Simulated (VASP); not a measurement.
Here is a VASP 6.6.1 calculation.

File INCAR:

```
PREC = Accurate
ENCUT = 520
EDIFF = 1E-6
ISMEAR = -1
SIGMA = 0.05
LREAL = False
LASPH = True
NELM = 60
ALGO = Normal
ISIF = 2
LWAVE = False
LCHARG = False
GGA = PE
NBANDS = 12
```

File KPOINTS:

```
regular mesh
0
Gamma
  13 13 13
```

POSCAR

```
Zr
1.0
    0.0000000000      2.2721051755      2.2211750000
    2.2721051755      0.0000000000      2.2211750000
    2.2721051755      2.2721051755      0.0000000000
Zr
1
Direct
    0.0000000000      0.0000000000      0.0000000000
```

Potentials or basis: VASP PAW PBE potentials, release 64 (Zr_sv).

Launch:

```bash
$ cat potpaw_PBE.64/Zr_sv/POTCAR > POTCAR
$ mpirun -np 1 vasp_std > vasp.out
```

Question: Predict the band gap on the k mesh.

Answer: Zero (bands 6 and 7 overlap by 1.54 eV).

Question: Predict the pressure.

Answer: 1.2 GPa.

Stress tensor (GPa, compression positive):
```
0.99 0.00 0.00
0.00 0.99 0.00
0.00 0.00 1.50
```
